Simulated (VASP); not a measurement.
Set up this calculation in VASP 6.6.1, as the native input.

| Property | Result |
| --- | --- |
| Task | single point |
| Functional | PBE |
| Potentials or basis | VASP PAW PBE potentials, release 64 (Zn, O) |
| Cutoff | 520 eV |
| k mesh | 9 × 9 × 6 |
| Occupations | gaussian, width 0.02 eV |
| Spin | no spin polarisation |
| Dipole correction | no |
| Further INCAR settings | ALGO = Normal; EDIFF = 1e-07; NBANDS = 26 |

The structure of ZnO lies in POSCAR:

```
ZnO
1.0
    3.3855126500      0.0000000000      0.0000000000
   -1.6927563250      2.9319399598      0.0000000000
    0.0000000000      0.0000000000      5.4640171406
Zn O
2 2
Direct
    0.3333333333      0.6666666667      0.8104565264
    0.6666666667      0.3333333333      0.3104565264
    0.6666666667      0.3333333333      0.6895524379
    0.3333333333      0.6666666667      0.1895524379
```

The input as run:

INCAR

```
SYSTEM = ZnO
PREC     = Accurate       ! precision mode
ENCUT    = 520            ! plane-wave cutoff, eV
EDIFF    = 1E-7           ! SCF threshold, eV
ISMEAR   = 0              ! smearing method
SIGMA    = 0.02           ! smearing width, eV
LREAL    = .False.        ! projectors in reciprocal space
LASPH    = .True.         ! aspherical terms in the spheres
NELM     = 100            ! most SCF steps
ALGO     = Normal         ! electronic algorithm
ISIF     = 2              ! what is computed and relaxed
LWAVE    = .False.        ! write WAVECAR
LCHARG   = .False.        ! write CHGCAR
GGA      = PE             ! functional
NBANDS   = 26             ! bands
```

KPOINTS

```
Automatic mesh
0
Gamma
  9 9 6
  0 0 0
```

Potentials or basis: VASP PAW PBE potentials, release 64 (Zn, O).

Run with:

```sh
$ cat potpaw_PBE.64/Zn/POTCAR potpaw_PBE.64/O/POTCAR > POTCAR
$ mpirun -np 1 vasp_std > vasp.out
```

Results of the run:

The pressure is -9.4 GPa and the band gap on the k mesh is 0.58 eV.

Caveat: the cell stands under tension.

It took 76 s on 1 thread of Intel(R) Xeon(R) 6975P-C (Granite Rapids), on a shared host, peak memory 0.2 GiB.
